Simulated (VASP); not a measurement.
Write the native input for VASP 6.6.1 that does the following.

```yaml
Task: single point
Functional: PBEsol
Potentials_or_basis: VASP PAW PBE potentials, release 64 (Sn_d, H)
Cutoff: 520 eV
k_mesh: 8 × 8 × 8
Occupations: fermi-dirac, width 0.03 eV
Spin: no spin polarisation
Dipole_correction: no
Further_INCAR_settings: ALGO = Normal; EDIFF = 1e-07; NBANDS = 15
```

The structure of SnH2 lies in POSCAR:

```
SnH2
1.0
    0.0000000000      2.6347269432      2.6347269432
    2.6347269432      0.0000000000      2.6347269432
    2.6347269432      2.6347269432      0.0000000000
Sn H
1 2
Direct
    0.0000000000      0.0000000000      0.0000000000
    0.2500000000      0.2500000000      0.2500000000
    0.7500000000      0.7500000000      0.7500000000
```

These files were run (other wordings do the same):

INCAR

```
SYSTEM = SnH2
PREC = Accurate
ENCUT = 520
EDIFF = 1E-7
ISMEAR = -1
SIGMA = 0.03
LREAL = .FALSE.
LASPH = .TRUE.
NELM = 60
ALGO = Normal
ISIF = 2
LWAVE = .FALSE.
LCHARG = .TRUE.
GGA = PS
LELF = .TRUE.
LVHAR = .TRUE.
NBANDS = 15
```

KPOINTS

```
Automatic mesh
0
G
  8 8 8
  0 0 0
```

Potentials or basis: VASP PAW PBE potentials, release 64 (Sn_d, H).

Command:

```console
$ cat potpaw_PBE.64/Sn_d/POTCAR potpaw_PBE.64/H/POTCAR > POTCAR
$ mpirun -np 1 vasp_std > vasp.out
```

It gave:

```yaml
Pressure: -0.1 GPa
Band_gap_on_the_k_mesh: zero (bands 8 and 9 overlap by 5.70 eV)
```

Caveat: the structure was generated, so it needn't be the stable form of SnH2; the PAW data sets were made with another functional, which shifts forces and pressure a little; spin-orbit coupling is left out, which moves the levels of the heavy elements.

Wall time 26 s on 1 thread of Intel(R) Xeon(R) Platinum 8375C CPU @ 2.90GHz (Ice Lake) (shared host), peak memory 0.15 GiB.
